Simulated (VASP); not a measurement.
# AlGa3N4 (Cmm2) in VASP: single point with r2SCAN

Aim: the single point of AlGa3N4 with r2SCAN.

Everything below comes from runs of VASP 6.6.1. Logs are shortened: lines on timing, memory, paths and dates and some standing lists are left out, and cuts for length are marked.

**1. The cell of the first run**

It takes space group Cmm2 (No. 35, orthorhombic). The conventional cell has a = 6.315 Å, b = 6.315 Å, c = 8.781 Å, α = 90.00°, β = 90.00°, γ = 90.00°. Within 2.5 Å of Al (site symmetry mm2) lie 4 N at 1.89 Å. Al (site symmetry mm2) has 4 N at 1.89 Å within 2.5 Å. Within 2.5 Å of Ga (site symmetry 2) lie 4 N at 1.86 to 1.95 Å. Within 2.6 Å of Ga (site symmetry 2) lie 4 N at 1.95 Å. Within 2.6 Å of Ga (site symmetry mm2) lie 4 N at 1.95 Å. Ga (site symmetry mm2) has 4 N at 1.95 Å within 2.6 Å. N (site symmetry m) has 1 Al at 1.89 Å and 3 Ga at 1.95 Å within 2.5 Å. N (site symmetry m) has 1 Al at 1.89 Å and 3 Ga at 1.95 Å within 2.5 Å.

**2. Single point, r2SCAN (the distance across one plane changed)**

File POSCAR:

```
AlGa3N4
1.0
    0.0000000000     -4.4653444451      0.0000000000
    0.0000000000      0.0000000000     -4.4653444451
    8.7806888901      0.0000000000      0.0000000000
Al Ga N
2 6 8
Direct
    0.0000000000      0.0000000000      0.8277529524
    0.0000000000      0.0000000000      0.3192114814
    0.5000000000      0.0000000000      0.0649407459
    0.5000000000      0.0000000000      0.5734822169
    0.0000000000      0.5000000000      0.0649407459
    0.0000000000      0.5000000000      0.5734822169
    0.5000000000      0.5000000000      0.8277529524
    0.5000000000      0.5000000000      0.3192114814
    0.2446489449      0.7553510551      0.1947973470
    0.2446489449      0.7553510551      0.7033388181
    0.7553510551      0.2446489449      0.1947973470
    0.7553510551      0.2446489449      0.7033388181
    0.2446489449      0.2446489449      0.9521670868
    0.2446489449      0.2446489449      0.4436256158
    0.7553510551      0.7553510551      0.9521670868
    0.7553510551      0.7553510551      0.4436256158
```

File INCAR.step1:

```
SYSTEM = AlGa3N4
PREC = Accurate
ENCUT = 520
ISMEAR = 0
SIGMA = 0.05
LREAL = Auto
LASPH = .TRUE.
NELM = 100
NBANDS = 76
GGA = PE
ALGO = Normal
EDIFF = 1E-4
LWAVE = .TRUE.
LCHARG = .FALSE.
```

File INCAR.step2:

```
SYSTEM = AlGa3N4
PREC = Accurate
ENCUT = 520
EDIFF = 1E-6
ISMEAR = 0
SIGMA = 0.05
LREAL = Auto
LASPH = .TRUE.
NELM = 100
ALGO = Normal
ISIF = 2
LWAVE = .FALSE.
LCHARG = .FALSE.
METAGGA = R2SCAN
LMIXTAU = .TRUE.
NBANDS = 76
ISTART = 1
```

File KPOINTS:

```
Automatic mesh
0
G
  5 5 3
  0 0 0
```

Potentials or basis: VASP PAW PBE potentials, release 64 (Al, Ga_d, N).

Started as:

```
$ cat potpaw_PBE.64/Al/POTCAR potpaw_PBE.64/Ga_d/POTCAR potpaw_PBE.64/N/POTCAR > POTCAR
$ cp INCAR.step1 INCAR
$ mpirun -np 1 vasp_std > vasp.out
$ cp INCAR.step2 INCAR
$ mpirun -np 1 vasp_std > vasp.out
```

OUTCAR:

```text
SYSTEM = AlGa3N4
   PREC = Accurate
   ENCUT = 520
   EDIFF = 1E-6
   ISMEAR = 0
   LREAL = Auto
   LASPH = .TRUE.
   NELM = 100
   ISIF = 2
   METAGGA = R2SCAN
   ISTART = 1

 ion  position               nearest neighbor table
   1  0.000  0.000  0.828-  10 1.89  12 1.89  13 1.89  15 1.89   3 3.05   5 3.05   5 3.05   3 3.05

   2  0.000  0.000  0.319-  14 1.89  16 1.89   9 1.89  11 1.89
   3  0.500  0.000  0.065-  13 1.86  15 1.86   9 1.95  11 1.95   1 3.05   1 3.05
   4  0.500  0.000  0.573-  14 1.95  16 1.95  10 1.95  12 1.95
   5  0.000  0.500  0.065-  13 1.86  15 1.86   9 1.95  11 1.95   1 3.05   1 3.05
   6  0.000  0.500  0.573-  14 1.95  16 1.95  10 1.95  12 1.95
   7  0.500  0.500  0.828-  10 1.95  12 1.95  13 1.95  15 1.95
   8  0.500  0.500  0.319-  14 1.95  16 1.95   9 1.95  11 1.95
   9  0.245  0.755  0.195-   2 1.89   3 1.95   5 1.95   8 1.95
  10  0.245  0.755  0.703-   1 1.89   7 1.95   4 1.95   6 1.95
  11  0.755  0.245  0.195-   2 1.89   3 1.95   5 1.95   8 1.95
  12  0.755  0.245  0.703-   1 1.89   7 1.95   4 1.95   6 1.95
  13  0.245  0.245  0.952-   3 1.86   5 1.86   1 1.89   7 1.95
  14  0.245  0.245  0.444-   2 1.89   4 1.95   6 1.95   8 1.95
  15  0.755  0.755  0.952-   3 1.86   5 1.86   1 1.89   7 1.95
  16  0.755  0.755  0.444-   2 1.89   4 1.95   6 1.95   8 1.95

  LATTYP: Found a simple tetragonal cell.
 ALAT       =     4.4653444451
 C/A-ratio  =     1.9664079665

  Lattice vectors:

 A1 = (   0.0000000000,  -4.4653444451,   0.0000000000)
 A2 = (   0.0000000000,   0.0000000000,  -4.4653444451)
 A3 = (   8.7806888901,   0.0000000000,   0.0000000000)

Analysis of symmetry for initial positions (statically):
=====================================================================
 Subroutine PRICEL returns:
 Original cell was already a primitive cell.

 Routine SETGRP: Setting up the symmetry group for a
 simple tetragonal supercell.

 Subroutine GETGRP returns: Found  4 space group operations
 (whereof  4 operations were pure point group operations)
 out of a pool of 16 trial point group operations.

The static configuration has the point symmetry C_2v.

Analysis of symmetry for dynamics (positions and initial velocities):
=====================================================================
 Subroutine PRICEL returns:
 Original cell was already a primitive cell.

 Routine SETGRP: Setting up the symmetry group for a
 simple tetragonal supercell.

 Subroutine GETGRP returns: Found  4 space group operations
 (whereof  4 operations were pure point group operations)
 out of a pool of 16 trial point group operations.

The dynamic configuration has the point symmetry C_2v.

 Subroutine INISYM returns: Found  4 space group operations
 (whereof  4 operations are pure point group operations),
 and found     1 'primitive' translations

----------------------------------------------------------------------------------------

                                     Primitive cell

  volume of cell :     175.0808

  direct lattice vectors                    reciprocal lattice vectors
     0.000000000 -4.465344445  0.000000000     0.000000000 -0.223946890  0.000000000
     0.000000000  0.000000000 -4.465344445     0.000000000  0.000000000 -0.223946890
     8.780688890  0.000000000  0.000000000     0.113886281  0.000000000  0.000000000

  length of vectors
     4.465344445  4.465344445  8.780688890     0.223946890  0.223946890  0.113886281

  position of ions in fractional coordinates (direct lattice)
     0.000000000  0.000000000  0.827752952
     0.000000000  0.000000000  0.319211481
     0.500000000  0.000000000  0.064940746
     0.500000000  0.000000000  0.573482217
     0.000000000  0.500000000  0.064940746
     0.000000000  0.500000000  0.573482217
[... 8 lines left out ...]
     0.755351055  0.755351055  0.952167087
     0.755351055  0.755351055  0.443625616

  ion indices of the primitive-cell ions
   primitive index   ion index
                 1           1
                 2           2
                 3           3
                 4           4
                 5           5
                 6           6
[... 8 lines left out ...]
                15          15
                16          16

----------------------------------------------------------------------------------------

 KPOINTS: Automatic mesh

Automatic generation of k-mesh.
 Grid dimensions read from file:
 generate k-points for:    5    5    3

 Generating k-lattice:

  Cartesian coordinates                     Fractional coordinates (reciprocal lattice)
     0.000000000 -0.044789378  0.000000000     0.200000000  0.000000000  0.000000000
     0.000000000  0.000000000 -0.044789378     0.000000000  0.200000000  0.000000000
     0.037962094  0.000000000  0.000000000     0.000000000  0.000000000  0.333333333

  Length of vectors
     0.044789378  0.044789378  0.037962094

  Shift w.r.t. Gamma in fractional coordinates (k-lattice)
     0.000000000  0.000000000  0.000000000

 Subroutine IBZKPT returns following result:
 ===========================================

 Found     18 irreducible k-points:

 Following reciprocal coordinates:
            Coordinates               Weight
  0.000000  0.000000  0.000000      1.000000
  0.200000  0.000000  0.000000      4.000000
  0.400000  0.000000  0.000000      4.000000
  0.200000  0.200000  0.000000      2.000000
 -0.200000  0.200000  0.000000      2.000000
  0.400000  0.200000  0.000000      4.000000
[... 10 lines left out ...]
  0.400000  0.400000  0.333333      4.000000
 -0.400000  0.400000  0.333333      4.000000
   k-points           NKPTS =     18   k-points in BZ     NKDIM =     18   number of bands    NBANDS=     76
   number of dos      NEDOS =    301   number of ions     NIONS =     16
   total plane-waves  NPLWV =  90720
   dimension x,y,z NGX =    36 NGY =   36 NGZ =   70
   dimension x,y,z NGXF=    72 NGYF=   72 NGZF=  140
   ions per type =               2   6   8
   NGX,Y,Z   is equivalent  to a cutoff of  13.40, 13.40, 13.25 a.u.
   NGXF,Y,Z  is equivalent  to a cutoff of  26.81, 26.81, 26.51 a.u.
 SYSTEM =  AlGa3N4
   PREC   = accura    normal or accurate (medium, high low for compatibility)
   ISTART =      1    job   : 0-new  1-cont  2-samecut
   ICHARG =      0    charge: 1-file 2-atom 10-const
   ISPIN  =      1    spin polarized calculation?
   LNONCOLLINEAR =      F non collinear calculations
   LSORBIT =      F    spin-orbit coupling
   LASPH  =      T    aspherical Exc in radial PAW
   ENCUT  =  520.0 eV  38.22 Ry    6.18 a.u.   8.30  8.30 16.33*2*pi/ulx,y,z
   NELM   =    100;   NELMIN=  2; NELMDL=  0     # of ELM steps
   EDIFF  = 0.1E-05   stopping-criterion for ELM
   LREAL  =      T    real-space projection
   EDIFFG = 0.1E-04   stopping-criterion for IOM
   NSW    =      0    number of steps for IOM
[... 5 lines left out ...]
   TEBEG  =    0.0;   TEEND  =   0.0 temperature during run
   PSTRESS=    0.0 pullay stress
   NELECT =     124.0000    total number of electrons
   NUPDOWN=      -1.0000    fix difference up-down
   EMIN   =  10.00;   EMAX   =-10.00  energy-range for DOS
   EFERMI =   0.00;   METHOD = LEGACY
   ISMEAR =     0;   SIGMA  =   0.05  broadening in eV -4-tet -1-fermi 0-gaus
   EFERMI_NEDOS =   21; number of points for ismear=-14 and -15
   IALGO  =     38    algorithm
   IMIX   =      4    mixing-type and parameters
     AMIX     =   0.40;   BMIX     =  1.00
     AMIX_MAG =   1.60;   BMIX_MAG =  1.00
  volume/ion in A,a.u.               =      10.94        73.84
  Fermi-wavevector in a.u.,A,eV,Ry     =   1.459271  2.757622 28.973215  2.129471
  Thomas-Fermi vector in A             =   2.575858
   LORBIT       =      0    0 simple, 1 ext, 2 COOP (PROOUT), +10 PAW based schemes
   METAGGA = R2SCAN    functional components
   LHFCALC =     F    Hartree Fock is set to
   AEXX    =    0.0000 exact exchange contribution
   IVDW    =     0    specifies the selected vdW correction
   LEPSILON=     F    determine dielectric tensor
   LRPA    =     F    only Hartree local field effects (RPA)
 non-spin polarized calculation
 Gauss-broadening in eV      SIGMA  =   0.05
  energy-cutoff  :      520.00
  volume of cell :      175.08
 maximum number of plane-waves:      4740
 NGX is ok and might be reduce to    36
   NGX = 17   NGY = 17   NGZ = 33

 number of electron     123.9999960 magnetization

 Free energy of the ion-electron system (eV)
  ---------------------------------------------------
  ext. energy  EPLUGINS =         0.00000000
  ---------------------------------------------------
  free energy    TOTEN  =      -169.38754895 eV

  energy without entropy =     -169.38754895  energy(sigma->0) =     -169.38754895

 E-fermi :   5.6973     XC(G=0): -12.4765

 val. band max:        5.4596313659   @ k =   0.0000   0.0000   0.0000
 cond. band min:       8.2816238340   @ k =   0.0000   0.0000   0.0000
 fundamental gap:      2.8219924681
 Fermi energy:         5.6973483181

 k-point     1 :       0.0000    0.0000    0.0000
  band No.  band energies     occupation
      1     -11.3942      2.00000
      2     -10.5271      2.00000
      3     -10.2808      2.00000
      4     -10.2086      2.00000
      5      -9.8423      2.00000
      6      -9.7271      2.00000
[... 66 lines left out ...]
     73      13.8233      0.00000
     74      13.9586      0.00000

 k-point     2 :       0.2000    0.0000    0.0000
  band No.  band energies     occupation
      1     -11.2428      2.00000
      2     -10.4463      2.00000
      3     -10.2676      2.00000
      4     -10.2142      2.00000
      5      -9.8805      2.00000
      6      -9.7278      2.00000
[... 66 lines left out ...]
     73      14.1200      0.00000
     74      14.2414      0.00000

 k-point     3 :       0.4000    0.0000    0.0000
  band No.  band energies     occupation
      1     -10.8680      2.00000
      2     -10.4678      2.00000
      3     -10.2443      2.00000
      4     -10.0735      2.00000
      5     -10.0060      2.00000
      6      -9.8586      2.00000
[... 1144 lines left out ...]
     73      14.0349      0.00000
     74      14.1336      0.00000

 k-point    18 :      -0.4000    0.4000    0.3333
  band No.  band energies     occupation
      1     -10.6077      2.00000
      2     -10.4929      2.00000
      3     -10.1330      2.00000
      4     -10.0725      2.00000
      5      -9.9980      2.00000
      6      -9.8544      2.00000
[... 66 lines left out ...]
     73      14.0071      0.00000
     74      14.1500      0.00000
 [bands above 74 left out]

------------------------ aborting loop because EDIFF is reached ----------------------------------------

  FORCE on cell =-STRESS in cart. coord.  units (eV):
  Direction    XX          YY          ZZ          XY          YZ          ZX
  --------------------------------------------------------------------------------------
  -------------------------------------------------------------------------------------
  Total        6.1128451      4.5160670      4.5160670      0.0000000     -1.9729310      0.0000000
  in kB       55.9390971     41.3268633     41.3268633      0.0000000    -18.0544376      0.0000000
  external PRESSURE =      46.1976079 kB  Pullay stress =       0.0000000 kB

 VOLUME and BASIS-vectors are now :
 -----------------------------------------------------------------------------
  energy-cutoff  :      520.00
  volume of cell :      175.08
      direct lattice vectors                 reciprocal lattice vectors
     0.000000000 -4.465344445  0.000000000     0.000000000 -0.223946890  0.000000000
     0.000000000  0.000000000 -4.465344445     0.000000000  0.000000000 -0.223946890
     8.780688890  0.000000000  0.000000000     0.113886281  0.000000000  0.000000000

 POSITION                                       TOTAL-FORCE (eV/Angst)
 -----------------------------------------------------------------------------------
      7.26824      0.00000      0.00000        -0.476830      0.000000      0.000000
      2.80290      0.00000      0.00000        -0.180183      0.000000      0.000000
      0.57022     -2.23267      0.00000         2.029333      0.000000      0.000000
      5.03557     -2.23267      0.00000        -0.191985      0.000000      0.000000
      0.57022      0.00000     -2.23267         2.029333      0.000000      0.000000
      5.03557      0.00000     -2.23267        -0.191985      0.000000      0.000000
[... 8 lines left out ...]
      8.36068     -3.37290     -3.37290        -1.877396     -0.074443     -0.074443
      3.89534     -3.37290     -3.37290         0.160072     -0.051874     -0.051874
 -----------------------------------------------------------------------------------
    total drift:                                0.036545     -0.000000     -0.000000

  FREE ENERGIE OF THE ION-ELECTRON SYSTEM (eV)
  ---------------------------------------------------
  free  energy   TOTEN  =      -169.3875489519 eV

  energy  without entropy=     -169.3875489519  energy(sigma->0) =     -169.38754895
```

It took 24 min on 1 thread of Intel Xeon 8259CL, shared host; peak memory 0.4 GiB.

What came out:

```yaml
Free_energy: -169.3875 eV
Pressure: 4.6 GPa
Largest_force: 2.029 eV/Å
Band_gap_on_the_k_mesh: 2.82 eV
```

Forces on the atoms (eV/Å):
```
Al  -0.477  0.000  0.000
Al  -0.180  0.000  0.000
Ga   2.029  0.000  0.000
Ga  -0.192  0.000  0.000
Ga   2.029  0.000  0.000
Ga  -0.192  0.000  0.000
Ga  -0.498  0.000  0.000
Ga  -0.220  0.000  0.000
N    0.313  0.030 -0.030
N    0.255  0.050 -0.050
N    0.313 -0.030  0.030
N    0.255 -0.050  0.050
N   -1.877  0.074  0.074
N    0.160  0.052  0.052
N   -1.877 -0.074 -0.074
N    0.160 -0.052 -0.052
```

Levels at points of the mesh, in eV from the valence-band top:
```csv
k point,band 58,band 59,band 60,band 61,band 62,band 63,band 64,band 65,band 66,band 67
"(0.00, 0.00, 0.00)",-1.37,-1.22,-0.11,-0.03,0.00,2.82,3.70,3.73,4.04,5.41
```

Caveat: the cell differs from its parent crystal (the distance across one plane changed); the cell stands under pressure; the PAW data sets were made with another functional, which shifts forces and pressure a little.
